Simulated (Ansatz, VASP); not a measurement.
TaN in VASP and in Ansatz

```xyz
2
Lattice="2.9065 0.0000 0.0000 -1.4533 2.5171 0.0000 0.0000 0.0000 2.8516" Properties=species:S:1:pos:R:3 pbc="T T T"
Ta    0.0000    1.6781    1.4258
N     0.0000    0.0000    0.0000
```

Alike in both runs: functional LDA; k mesh 18 × 18 × 14; occupations gaussian, width 0.1 eV; no spin polarisation.

Ansatz relaxed the structure, and its values are those at the end. VASP's run is a single point on that final structure, the one shown.

|  | VASP | Ansatz |
| --- | --- | --- |
| version | VASP 6.6.1 | Ansatz 0.2.0 |
| potentials or method | VASP PAW LDA potentials, release 64 (Ta_sv_GW, N), cutoff 600 eV | scalar-relativistic, plane waves, PAW |
| valence electrons in the cell | 18 | 18 |

|  | VASP | Ansatz | Ansatz less VASP |
| --- | --- | --- | --- |
| gap on the k mesh at the Fermi level (eV) | none | none | - |
| pressure (GPa) | 1.3 | 0.0 | -1.27 |

LDA's correlation is that of Perdew and Zunger in VASP and of Perdew and Wang (1992) in Ansatz. A gap of «none» marks a metal or a gap that the smearing closes.

Neither program's run includes spin-orbit coupling.
